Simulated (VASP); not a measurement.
# SiC (Moissanite) (P6_3mc) in VASP: notebook, part 2 of 2

VASP 6.6.1. Earlier steps stand in the parts before.

### 4 Single point, PBEsol

INCAR

```
SYSTEM = SiC
PREC = Accurate ; ENCUT = 520
EDIFF = 1E-6 ; ISMEAR = 0
SIGMA = 0.01 ; LREAL = .FALSE.
LASPH = .TRUE. ; NELM = 100
ALGO = Normal ; ISIF = 2
LWAVE = .FALSE. ; LCHARG = .FALSE.
GGA = PS ; NBANDS = 16
```

KPOINTS

```
Automatic mesh
0
G
  8 8 5
  0 0 0
```

POSCAR

```
SiC
1.0
    3.0760000000      0.0000000000      0.0000000000
   -1.5380000000      2.6638941400      0.0000000000
    0.0000000000      0.0000000000      5.0480000000
Si C
2 2
Direct
    0.3333333333      0.6666666667      0.0000000000
    0.6666666667      0.3333333333      0.5000000000
    0.3333333333      0.6666666667      0.3850000000
    0.6666666667      0.3333333333      0.8850000000
```

Potentials or basis: VASP PAW PBE potentials, release 64 (Si, C).

On the command line:

```
$ cat potpaw_PBE.64/Si/POTCAR potpaw_PBE.64/C/POTCAR > POTCAR
$ mpirun -np 1 vasp_std > vasp.out
```

OUTCAR:

```text
SYSTEM = SiC
   PREC = Accurate
   ENCUT = 520
   EDIFF = 1E-6
   ISMEAR = 0
   LREAL = .FALSE.
   LASPH = .TRUE.
   NELM = 100
   ISIF = 2
   GGA = PS

 ion  position               nearest neighbor table
   1  0.333  0.667  0.000-   4 1.87   4 1.87   4 1.87   3 1.94   2 3.09   2 3.09   2 3.09   2 3.09
                             2 3.09   2 3.09
   2  0.667  0.333  0.500-   3 1.87   3 1.87   3 1.87   4 1.94   1 3.09   1 3.09   1 3.09   1 3.09
                             1 3.09   1 3.09
   3  0.333  0.667  0.385-   2 1.87   2 1.87   2 1.87   1 1.94
   4  0.667  0.333  0.885-   1 1.87   1 1.87   1 1.87   2 1.94

  LATTYP: Found a hexagonal cell.
 ALAT       =     3.0760000000
 C/A-ratio  =     1.6410923277

  Lattice vectors:

 A1 = (   3.0760000000,   0.0000000000,   0.0000000000)
 A2 = (  -1.5380000000,   2.6638941400,   0.0000000000)
 A3 = (   0.0000000000,   0.0000000000,   5.0480000000)

Analysis of symmetry for initial positions (statically):
=====================================================================
 Subroutine PRICEL returns:
 Original cell was already a primitive cell.

 Routine SETGRP: Setting up the symmetry group for a
 hexagonal supercell.

 Subroutine GETGRP returns: Found 12 space group operations
 (whereof  6 operations were pure point group operations)
[... 171 lines left out ...]
 E-fermi :   8.4843     XC(G=0): -11.4975

 val. band max:        8.3556025242   @ k =   0.0000   0.0000   0.0000
 cond. band min:      10.7776891422   @ k =   0.3750   0.2500   0.0000
 fundamental gap:      2.4220866180
 Fermi energy:         8.4842671811

 k-point     1 :       0.0000    0.0000    0.0000
  band No.  band energies     occupation
      1      -7.3863      2.00000
      2      -3.8464      2.00000
      3      -0.4020      2.00000
      4       6.7986      2.00000
      5       6.7986      2.00000
      6       8.0847      2.00000
[... 433 lines left out ...]
      3       0.7504      2.00000
      4       1.5071      2.00000
      5       4.8361      2.00000
      6       5.5656      2.00000
[... 8 lines left out ...]
     15      19.4286      0.00000
     16      20.0099      0.00000

 [... further k-points ...]
[... 5 lines left out ...]
  --------------------------------------------------------------------------------------
  -------------------------------------------------------------------------------------
  Total        0.5848917      0.5848917     -0.6969530      0.0000000      0.0000000      0.0000000
  in kB       22.6549650     22.6549650    -26.9955030      0.0000000      0.0000000      0.0000000
  external PRESSURE =       6.1048090 kB  Pullay stress =       0.0000000 kB

 VOLUME and BASIS-vectors are now :
 -----------------------------------------------------------------------------
  energy-cutoff  :      520.00
  volume of cell :       41.36
      direct lattice vectors                 reciprocal lattice vectors
     3.076000000  0.000000000  0.000000000     0.325097529  0.187695146  0.000000000
    -1.538000000  2.663894140  0.000000000     0.000000000  0.375390292  0.000000000
     0.000000000  0.000000000  5.048000000     0.000000000  0.000000000  0.198098257

 POSITION                                       TOTAL-FORCE (eV/Angst)
 -----------------------------------------------------------------------------------
     -0.00000      1.77593      0.00000         0.000000      0.000000      0.750402
      1.53800      0.88796      2.52400        -0.000000     -0.000000      0.750402
     -0.00000      1.77593      1.94348        -0.000000     -0.000000     -0.750402
      1.53800      0.88796      4.46748         0.000000      0.000000     -0.750402
 -----------------------------------------------------------------------------------
    total drift:                                0.000000      0.000000     -0.000294

  FREE ENERGIE OF THE ION-ELECTRON SYSTEM (eV)
  ---------------------------------------------------
  free  energy   TOTEN  =       -31.7847804327 eV

  energy  without entropy=      -31.7847804327  energy(sigma->0) =      -31.78478043
```

OSZICAR:

```text
N       E                     dE             d eps       ncg     rms          rms(c)
DAV:   1     0.255429796919E+02    0.25543E+02   -0.71920E+03   960   0.896E+02
DAV:   2    -0.329393551098E+02   -0.58482E+02   -0.52022E+02  1424   0.159E+02
DAV:   3    -0.353961106387E+02   -0.24568E+01   -0.24451E+01  1280   0.302E+01
DAV:   4    -0.354133097996E+02   -0.17199E-01   -0.17198E-01  1192   0.312E+00
DAV:   5    -0.354134776928E+02   -0.16789E-03   -0.16789E-03  1264   0.291E-01    0.124E+01
DAV:   6    -0.319204609800E+02    0.34930E+01   -0.59955E+00  1224   0.150E+01    0.570E+00
DAV:   7    -0.318168939966E+02    0.10357E+00   -0.10498E+00  1376   0.598E+00    0.242E+00
DAV:   8    -0.317881219505E+02    0.28772E-01   -0.54008E-02  1120   0.142E+00    0.589E-01
DAV:   9    -0.317846244967E+02    0.34975E-02   -0.69337E-03  1280   0.560E-01    0.113E-01
DAV:  10    -0.317847735390E+02   -0.14904E-03   -0.69683E-04  1152   0.157E-01    0.534E-02
DAV:  11    -0.317847803672E+02   -0.68282E-05   -0.37161E-05  1232   0.447E-02    0.113E-02
DAV:  12    -0.317847804327E+02   -0.65497E-07   -0.34687E-06  1192   0.120E-02
   1 F= -.31784780E+02 E0= -.31784780E+02  d E =-.224175E-76
```

stdout:

```text
POSCAR found type information on POSCAR SiC
 POSCAR found :  2 types and       4 ions
 scaLAPACK will be used
 -----------------------------------------------------------------------------
|                                                                             |
|                                                                             |
|     You enforced a specific xc type in the INCAR file but a different       |
|     I HOPE YOU KNOW WHAT YOU ARE DOING!                                     |
|                                                                             |
 -----------------------------------------------------------------------------

 LDA part: xc-table for (Slater+PW92), standard interpolation
 POSCAR, INCAR and KPOINTS ok, starting setup
 FFT: planning ... GRIDC
 FFT: planning ... GRID_SOFT
 FFT: planning ... GRID
 WAVECAR not read
 entering main loop
```

It took 11 s on 1 thread of Intel Xeon 6975P-C, shared host; peak memory 0.16 GiB.

Results:

| Property | Result |
| --- | --- |
| Free energy | -31.7848 eV |
| Pressure | 0.6 GPa |
| Largest force | 0.750 eV/Å |
| Band gap on the k mesh | 2.42 eV, indirect (least direct gap 3.96 eV) |

Forces in eV/Å, atoms in the order of the input:
```
Si   0.000  0.000  0.750
Si   0.000  0.000  0.750
C    0.000  0.000 -0.750
C    0.000  0.000 -0.750
```

Caveat: the PAW data sets were made with another functional, which shifts forces and pressure a little. PBEsol gaps usually lie below the measured ones, often by a third to a half.
